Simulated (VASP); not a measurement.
# TiAl3 (I4/mmm) in VASP: further runs

TiAl3 is run at these levels: PBEsol+D3(BJ), PBEsol+D4, PBEsol; tasks: single point.

Program: VASP 6.6.1. These are calculated values, not measurements. Logs are shortened: lines on timing, memory, paths and dates and some standing lists are left out, and cuts for length are marked.

### Step 1. The cell of the first run

The structure is tetragonal, space group I4/mmm (No. 139). Conventional cell: a = 3.777 Å, b = 3.777 Å, c = 8.451 Å, α = 90.00°, β = 90.00°, γ = 90.00°. Ti (site symmetry 4/mmm) has 12 Al at 2.67 to 2.83 Å within 3.5 Å. Within 3.5 Å of Al (site symmetry -4m2) lie 8 Al at 2.67 to 2.83 Å and 4 Ti at 2.83 Å. Within 3.5 Å of Al (site symmetry 4/mmm) lie 4 Ti at 2.67 Å and 8 Al at 2.83 Å.

### Step 2. Single point, PBEsol+D3(BJ)

File INCAR:

```
SYSTEM = TiAl3
  PREC = Accurate
  ENCUT = 520
  EDIFF = 1E-6
  ISMEAR = -1
  SIGMA = 0.05
  LREAL = .FALSE.
  LASPH = .TRUE.
  NELM = 100
  ALGO = Fast
  ISIF = 2
  LWAVE = .FALSE.
  LCHARG = .FALSE.
  GGA = PS
  IVDW = 12
  NBANDS = 18
```

File KPOINTS:

```
Automatic mesh
0
G
  10 10 10
  0 0 0
```

File POSCAR:

```
TiAl3
1.0
   -1.8885471743      1.8885471743      4.2254770843
    1.8885471743     -1.8885471743      4.2254770843
    1.8885471743      1.8885471743     -4.2254770843
Ti Al
1 3
Direct
    0.0000000000      0.0000000000      0.0000000000
    0.2500000000      0.7500000000      0.5000000000
    0.7500000000      0.2500000000      0.5000000000
    0.5000000000      0.5000000000      0.0000000000
```

Potentials or basis: VASP PAW PBE potentials, release 64 (Ti_sv, Al).

The run is started by

```console
$ cat potpaw_PBE.64/Ti_sv/POTCAR potpaw_PBE.64/Al/POTCAR > POTCAR
$ mpirun -np 1 vasp_std > vasp.out
```

OUTCAR:

```text
SYSTEM = TiAl3
   PREC = Accurate
   ENCUT = 520
   EDIFF = 1E-6
   ISMEAR = -1
   LREAL = .FALSE.
   LASPH = .TRUE.
   NELM = 100
   ISIF = 2
   GGA = PS
   IVDW = 12
 IVDW          = 12

 ion  position               nearest neighbor table
   1  0.000  0.000  0.000-   4 2.67   4 2.67   4 2.67   4 2.67   3 2.83   3 2.83   2 2.83   2 2.83
                             3 2.83   2 2.83   3 2.83   2 2.83
   2  0.250  0.750  0.500-   3 2.67   3 2.67   3 2.67   3 2.67   1 2.83   1 2.83   4 2.83   4 2.83
                             4 2.83   1 2.83   4 2.83   1 2.83
   3  0.750  0.250  0.500-   2 2.67   2 2.67   2 2.67   2 2.67   4 2.83   4 2.83   1 2.83   1 2.83
                             4 2.83   1 2.83   4 2.83   1 2.83
   4  0.500  0.500  0.000-   1 2.67   1 2.67   1 2.67   1 2.67   2 2.83   2 2.83   3 2.83   3 2.83
                             3 2.83   2 2.83   3 2.83   2 2.83

  LATTYP: Found a body centered tetragonal cell.
 ALAT       =     3.7770943486
 C/A-ratio  =     2.2374220469

  Lattice vectors:

 A1 = (  -1.8885471743,   1.8885471743,   4.2254770843)
 A2 = (   1.8885471743,  -1.8885471743,   4.2254770843)
 A3 = (   1.8885471743,   1.8885471743,  -4.2254770843)

Analysis of symmetry for initial positions (statically):
=====================================================================
 Subroutine PRICEL returns:
 Original cell was already a primitive cell.

 Routine SETGRP: Setting up the symmetry group for a
 body centered tetragonal supercell.

 Subroutine GETGRP returns: Found 16 space group operations
 (whereof 16 operations were pure point group operations)
 out of a pool of 16 trial point group operations.

The static configuration has the point symmetry D_4h.

Analysis of symmetry for dynamics (positions and initial velocities):
=====================================================================
 Subroutine PRICEL returns:
 Original cell was already a primitive cell.

 Routine SETGRP: Setting up the symmetry group for a
 body centered tetragonal supercell.

 Subroutine GETGRP returns: Found 16 space group operations
 (whereof 16 operations were pure point group operations)
 out of a pool of 16 trial point group operations.

The dynamic configuration has the point symmetry D_4h.

 Subroutine INISYM returns: Found 16 space group operations
 (whereof 16 operations are pure point group operations),
 and found     1 'primitive' translations

----------------------------------------------------------------------------------------

                                     Primitive cell

  volume of cell :      60.2825

  direct lattice vectors                    reciprocal lattice vectors
    -1.888547174  1.888547174  4.225477084     0.000000000  0.264753778  0.118329834
     1.888547174 -1.888547174  4.225477084     0.264753778  0.000000000  0.118329834
     1.888547174  1.888547174 -4.225477084     0.264753778  0.264753778  0.000000000

  length of vectors
     4.998787598  4.998787598  4.998787598     0.289993987  0.289993987  0.374418384

  position of ions in fractional coordinates (direct lattice)
     0.000000000  0.000000000  0.000000000
     0.250000000  0.750000000  0.500000000
     0.750000000  0.250000000  0.500000000
     0.500000000  0.500000000  0.000000000

  ion indices of the primitive-cell ions
   primitive index   ion index
                 1           1
                 2           2
                 3           3
                 4           4

----------------------------------------------------------------------------------------

 KPOINTS: Automatic mesh

Automatic generation of k-mesh.
 Grid dimensions read from file:
 generate k-points for:   10   10   10

 Generating k-lattice:

  Cartesian coordinates                     Fractional coordinates (reciprocal lattice)
     0.000000000  0.026475378  0.011832983     0.100000000  0.000000000 -0.000000000
     0.026475378  0.000000000  0.011832983     0.000000000  0.100000000 -0.000000000
     0.026475378  0.026475378  0.000000000     0.000000000  0.000000000  0.100000000

  Length of vectors
     0.028999399  0.028999399  0.037441838

  Shift w.r.t. Gamma in fractional coordinates (k-lattice)
     0.000000000  0.000000000  0.000000000

 Subroutine IBZKPT returns following result:
 ===========================================

 Found    102 irreducible k-points:

 Following reciprocal coordinates:
            Coordinates               Weight
  0.000000  0.000000  0.000000      1.000000
  0.100000  0.000000  0.000000      8.000000
  0.200000  0.000000  0.000000      8.000000
  0.300000 -0.000000  0.000000      8.000000
  0.400000 -0.000000  0.000000      8.000000
  0.500000  0.000000  0.000000      4.000000
[... 16 lines left out ...]
  0.300000  0.300000  0.000000      8.000000
  0.400000  0.300000  0.000000     16.000000
 [... further k-points ...]
   k-points           NKPTS =    102   k-points in BZ     NKDIM =    102   number of bands    NBANDS=     18
   number of dos      NEDOS =    301   number of ions     NIONS =      4
   total plane-waves  NPLWV =  64000
   dimension x,y,z NGX =    40 NGY =   40 NGZ =   40
   dimension x,y,z NGXF=    80 NGYF=   80 NGZF=   80
   ions per type =               1   3
   NGX,Y,Z   is equivalent  to a cutoff of  13.30, 13.30, 13.30 a.u.
   NGXF,Y,Z  is equivalent  to a cutoff of  26.61, 26.61, 26.61 a.u.
 SYSTEM =  TiAl3
   PREC   = accura    normal or accurate (medium, high low for compatibility)
   ISTART =      0    job   : 0-new  1-cont  2-samecut
   ICHARG =      2    charge: 1-file 2-atom 10-const
   ISPIN  =      1    spin polarized calculation?
   LNONCOLLINEAR =      F non collinear calculations
   LSORBIT =      F    spin-orbit coupling
   LASPH  =      T    aspherical Exc in radial PAW
   ENCUT  =  520.0 eV  38.22 Ry    6.18 a.u.   9.29  9.29  9.29*2*pi/ulx,y,z
   NELM   =    100;   NELMIN=  2; NELMDL= -5     # of ELM steps
   EDIFF  = 0.1E-05   stopping-criterion for ELM
   LREAL  =      F    real-space projection
   EDIFFG = 0.1E-04   stopping-criterion for IOM
   NSW    =      0    number of steps for IOM
   IBRION =     -1    ionic relax: 0-MD 1-quasi-New 2-CG
   NFREE  =      0    steps in history (QN), initial steepest desc. (CG)
   ISIF   =      2    stress and relaxation
   ISYM   =      2    0-nonsym 1-usesym 2-fastsym
   POTIM  = 0.5000    time-step for ionic-motion
   TEBEG  =    0.0;   TEEND  =   0.0 temperature during run
   PSTRESS=    0.0 pullay stress
   NELECT =      21.0000    total number of electrons
   NUPDOWN=      -1.0000    fix difference up-down
   EMIN   =  10.00;   EMAX   =-10.00  energy-range for DOS
   EFERMI =   0.00;   METHOD = LEGACY
   ISMEAR =    -1;   SIGMA  =   0.05  broadening in eV -4-tet -1-fermi 0-gaus
   EFERMI_NEDOS =   21; number of points for ismear=-14 and -15
   IALGO  =     68    algorithm
   IMIX   =      4    mixing-type and parameters
     AMIX     =   0.40;   BMIX     =  1.00
     AMIX_MAG =   1.60;   BMIX_MAG =  1.00
  volume/ion in A,a.u.               =      15.07       101.70
  Fermi-wavevector in a.u.,A,eV,Ry     =   1.151907  2.176789 18.053434  1.326890
  Thomas-Fermi vector in A             =   2.288562
   LORBIT       =      0    0 simple, 1 ext, 2 COOP (PROOUT), +10 PAW based schemes
   GGA     = PS    functional components
   LHFCALC =     F    Hartree Fock is set to
   AEXX    =    0.0000 exact exchange contribution
   IVDW    =    12    specifies the selected vdW correction
   LEPSILON=     F    determine dielectric tensor
   LRPA    =     F    only Hartree local field effects (RPA)
 non-spin polarized calculation
 RMM-DIIS sequential band-by-band and
  energy-cutoff  :      520.00
  volume of cell :       60.28
 maximum number of plane-waves:      1646
 NGX is ok and might be reduce to    40
   NGX = 19   NGY = 19   NGZ = 19

 number of electron      21.0000000 magnetization

 Free energy of the ion-electron system (eV)
  ---------------------------------------------------
  ext. energy  EPLUGINS =         0.00000000
  ---------------------------------------------------
  free energy    TOTEN  =       -22.21108535 eV

  energy without entropy =      -22.19805550  energy(sigma->0) =      -22.20457042

 E-fermi :   8.6572     XC(G=0): -11.0274

 val. band max:        8.6545407891   @ k =   0.5000   0.5000   0.3000
 cond. band min:       8.6600458462   @ k =  -0.3000  -0.3000   0.2000
 fundamental gap:      0.0055050570
 Fermi energy:         8.6571511249

 k-point     1 :       0.0000    0.0000    0.0000
  band No.  band energies     occupation
      1     -47.4363      2.00000
      2     -23.8669      2.00000
      3     -23.8669      2.00000
      4     -23.7870      2.00000
      5      -1.6454      2.00000
      6       5.7747      2.00000
[... 10 lines left out ...]
     17      12.6848      0.00000
     18      12.7067      0.00000

 k-point     2 :       0.1000    0.0000    0.0000
  band No.  band energies     occupation
      1     -47.4361      2.00000
      2     -23.8702      2.00000
      3     -23.8667      2.00000
      4     -23.7868      2.00000
      5      -1.5167      2.00000
      6       5.2882      2.00000
[... 10 lines left out ...]
     17      12.7376      0.00000
     18      13.3669      0.00000

 k-point     3 :       0.2000    0.0000    0.0000
  band No.  band energies     occupation
      1     -47.4357      2.00000
      2     -23.8787      2.00000
      3     -23.8662      2.00000
      4     -23.7865      2.00000
      5      -1.1346      2.00000
      6       4.6926      2.00000
[... 10 lines left out ...]
     17      12.9879      0.00000
     18      14.5610      0.00000

 k-point     4 :       0.3000   -0.0000    0.0000
  band No.  band energies     occupation
      1     -47.4351      2.00000
      2     -23.8891      2.00000
      3     -23.8655      2.00000
      4     -23.7860      2.00000
      5      -0.5116      2.00000
      6       3.7689      2.00000
[... 375 lines left out ...]
      4     -23.7853      2.00000
      5      -0.7984      2.00000
      6       5.5108      2.00000
[... 10 lines left out ...]
     17      12.9466      0.00000
     18      14.8556      0.00000

 k-point    23 :       0.3000    0.3000    0.0000
  band No.  band energies     occupation
      1     -47.4341      2.00000
      2     -23.8871      2.00000
      3     -23.8862      2.00000
      4     -23.7847      2.00000
      5       0.8791      2.00000
      6       3.4730      2.00000
[... 10 lines left out ...]
     17      14.5434      0.00000
     18      15.0206      0.00000

 k-point    24 :       0.4000    0.3000    0.0000
  band No.  band energies     occupation
      1     -47.4337      2.00000
      2     -23.8947      2.00000
      3     -23.8857      2.00000
      4     -23.7838      2.00000
      5       1.7217      2.00000
      6       2.8575      2.00000
[... 10 lines left out ...]
     17      13.7373      0.00000
     18      14.9592      0.00000

 [... further k-points ...]

------------------------ aborting loop because EDIFF is reached ----------------------------------------

 Edisp (eV)   -1.69157

 E8    (eV) :    -1.1536

  FORCE on cell =-STRESS in cart. coord.  units (eV):
  Direction    XX          YY          ZZ          XY          YZ          ZX
  --------------------------------------------------------------------------------------
  -------------------------------------------------------------------------------------
  Total      -0.20494    -0.20494    -0.21883     0.00000     0.00000     0.00000
  in kB      -5.44678    -5.44678    -5.81592     0.00000     0.00000     0.00000
  external pressure =       -5.57 kB  Pullay stress =        0.00 kB

 VOLUME and BASIS-vectors are now :
 -----------------------------------------------------------------------------
  energy-cutoff  :      520.00
  volume of cell :       60.28
      direct lattice vectors                 reciprocal lattice vectors
    -1.888547174  1.888547174  4.225477084     0.000000000  0.264753778  0.118329834
     1.888547174 -1.888547174  4.225477084     0.264753778  0.000000000  0.118329834
     1.888547174  1.888547174 -4.225477084     0.264753778  0.264753778  0.000000000

 POSITION                                       TOTAL-FORCE (eV/Angst)
 -----------------------------------------------------------------------------------
      0.00000      0.00000      0.00000        -0.000000      0.000000      0.000000
      1.88855      0.00000      2.11274        -0.000000      0.000000      0.000000
      0.00000      1.88855      2.11274         0.000000     -0.000000     -0.000000
      0.00000      0.00000      4.22548        -0.000000      0.000000      0.000000
 -----------------------------------------------------------------------------------
    total drift:                               -0.000000     -0.000000     -0.000000

  FREE ENERGIE OF THE ION-ELECTRON SYSTEM (eV)
  ---------------------------------------------------
  free  energy   TOTEN  =       -23.9026562275 eV

  energy  without entropy=      -23.8896263763  energy(sigma->0) =      -23.89614130
```

Wall time 3.3 min (1 thread of Intel Xeon 6975P-C (Granite Rapids), shared host); peak memory 0.31 GiB.

Results:

```yaml
Free_energy: -23.9027 eV
Pressure: -0.6 GPa
Band_gap_on_the_k_mesh: zero (an odd number of electrons rules out a gap without spin polarisation)
Dispersion_energy_per_atom: -0.423 eV
```

Levels at points of the mesh, in eV from the Fermi level:
```
           k point  band 7  band 8  band 9  band 10  band 11  band 12  band 13  band 14  band 15  band 16
(0.00, 0.00, 0.00)   -2.66   -1.50   -1.27    -1.27     0.88     1.83     1.83     2.24     2.73     4.03
(0.50, 0.00, 0.00)   -3.71   -2.93   -1.09    -0.28     0.53     1.90     2.16     2.85     3.25     4.71
(0.50, 0.50, 0.00)   -4.43   -3.85   -2.73    -2.22    -1.03     1.87     2.04     2.78     2.98     3.41
(0.50, 0.50, 0.50)   -2.08   -0.90   -0.90    -0.26     0.72     0.72     1.01     3.14     5.11     6.33
```

Caveat: three body term missing; the PAW data sets were made with another functional, which shifts forces and pressure a little.

### Step 3. Single point, PBEsol+D4

This run uses another cell than the first one, of 15.31 Å³/atom.

File INCAR:

```
PREC = Accurate ; ENCUT = 520
EDIFF = 1E-6 ; ISMEAR = -1
SIGMA = 0.05 ; LREAL = F
LASPH = T ; NELM = 100
ALGO = Fast ; ISIF = 2
LWAVE = F ; LCHARG = F
GGA = PS ; IVDW = 13
NBANDS = 18
```

File KPOINTS:

```
Automatic mesh
0
Gamma
  10 10 10
```

File POSCAR:

```
TiAl3
1.0
   -1.8981463789      1.8981463789      4.2479609972
    1.8981463789     -1.8981463789      4.2479609972
    1.8981463789      1.8981463789     -4.2479609972
Ti Al
1 3
Direct
    0.0000000000      0.0000000000      0.0000000000
    0.2500000000      0.7500000000      0.5000000000
    0.7500000000      0.2500000000      0.5000000000
    0.5000000000      0.5000000000      0.0000000000
```

Potentials or basis: VASP PAW PBE potentials, release 64 (Ti_sv, Al).

The run is started by

```console
$ cat potpaw_PBE.64/Ti_sv/POTCAR potpaw_PBE.64/Al/POTCAR > POTCAR
$ mpirun -np 1 vasp_std > vasp.out
```

Run time: 3.4 min. Hardware: 1 thread of Intel Xeon 6975P-C (Granite Rapids), shared host; peak memory 0.31 GiB.

Results (log left out):

```yaml
Free_energy: -23.0104 eV
Pressure: 0.0 GPa
Band_gap_on_the_k_mesh: zero (an odd number of electrons rules out a gap without spin polarisation)
Dispersion_energy_per_atom: -0.195 eV
```

Levels at points of the mesh, in eV from the Fermi level:
| k point | band 9 | band 10 | band 11 | band 12 | band 13 | band 14 |
| --- | --- | --- | --- | --- | --- | --- |
| (0.00, 0.00, 0.00) | -1.25 | -1.25 | 0.86 | 1.80 | 1.80 | 2.24 |
| (0.50, 0.00, 0.00) | -1.07 | -0.27 | 0.52 | 1.86 | 2.14 | 2.80 |
| (0.50, 0.50, 0.00) | -2.72 | -2.21 | -1.01 | 1.83 | 2.00 | 2.75 |
| (0.50, 0.50, 0.50) | -0.90 | -0.25 | 0.72 | 0.72 | 0.99 | 3.11 |

Caveat: the PAW data sets were made with another functional, which shifts forces and pressure a little.

(Continued in part 2 of 2.)

The gap in the log of VASP goes by the Fermi energy; the results here count the filled bands.